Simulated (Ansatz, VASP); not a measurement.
# Tc in VASP and in Ansatz

```xyz
2
Lattice="2.7400 0.0000 0.0000 -1.3700 2.3729 0.0000 0.0000 0.0000 4.3980" Properties=species:S:1:pos:R:3 pbc="T T T"
Tc    1.3700    0.7910    3.2985
Tc    0.0000    1.5819    1.0995
```

Alike in both runs: functional revPBE; k mesh 6 × 6 × 4; occupations fermi-dirac, width 0.05 eV; no spin polarisation.

```csv
,VASP,Ansatz
version,VASP 6.6.1,Ansatz 0.2.0
potentials or method,"VASP PAW PBE potentials, release 64 (Tc_pv)",Ansatz PAW earlier set
plane-wave cutoff (eV),520,500
valence electrons in the cell,26,30
task,single point,band structure
```

```csv
,VASP,Ansatz,Ansatz less VASP
gap on the k mesh at the Fermi level (eV),none,none,-
pressure (GPa),5.8,6.4,+0.63
"traceless stress, the component that is largest in VASP (GPa)",-0.82,-0.82,+0.005
```

VASP's potentials were made for PBE, not for revPBE. A gap of «none» marks a metal or a gap that the smearing closes. VASP's potentials hold 26 valence electrons a cell and Ansatz's 30, so a difference there can come from the potentials and not from the codes.

The k mesh is coarse, so the values compare programs but aren't converged.
